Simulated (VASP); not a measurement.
# MgH5W: single point with PBE

The system is MgH5W.

```
CELL_PARAMETERS angstrom
3.61684 0.00000 0.00000
-1.80842 3.13228 0.00000
0.00000 0.00000 7.26804
ATOMIC_POSITIONS crystal
Mg 0.00000 0.00000 0.50000
H 0.50000 0.00000 0.00000
H 0.00000 0.50000 0.00000
H 0.50000 0.50000 0.00000
H 0.00000 0.00000 0.75266
H 0.00000 0.00000 0.24734
W 0.00000 0.00000 0.00000
```

```json
{
  "Program": "VASP 6.6.1",
  "Task": "single point",
  "Functional": "PBE",
  "Potentials or basis": "VASP PAW PBE potentials, release 64 (Mg, H, W_sv)",
  "Cutoff": "520 eV",
  "k mesh": "12 × 12 × 6",
  "Occupations": "gaussian, width 0.1 eV",
  "Spin": "no spin polarisation",
  "Dipole correction": "no",
  "Further INCAR settings": "ALGO = Normal; EDIFF = 1e-06; NBANDS = 20"
}
```

```yaml
Pressure: 0.0 GPa
Largest_force: 0.007 eV/Å
```

Forces on the atoms (eV/Å):
```
Mg   0.000  0.000  0.000
H    0.000  0.000  0.000
H    0.000  0.000  0.000
H    0.000  0.000  0.000
H    0.000  0.000 -0.007
H    0.000  0.000  0.007
W    0.000  0.000  0.000
```

Levels at points of the mesh, in eV from the Fermi level:
```csv
k point,band 7,band 8,band 9,band 10,band 11,band 12,band 13,band 14
"(0.00, 0.00, 0.00)",-4.23,-4.23,-4.21,-1.85,0.78,0.78,5.62,6.64
"(0.50, 0.00, 0.00)",-5.31,-3.00,-1.29,0.14,0.38,0.67,0.86,0.89
"(0.00, 0.00, 0.50)",-5.55,-4.23,-4.23,-0.20,0.78,0.78,3.17,5.73
"(0.50, 0.00, 0.50)",-5.03,-3.73,-1.52,0.37,0.64,0.67,0.89,1.25
```

Wall time 94 s on 1 thread of Intel(R) Xeon(R) Platinum 8375C CPU @ 2.90GHz (Ice Lake), on a shared host, peak memory 0.28 GiB.

Caveat: spin-orbit coupling is left out, which moves the levels of the heavy elements.
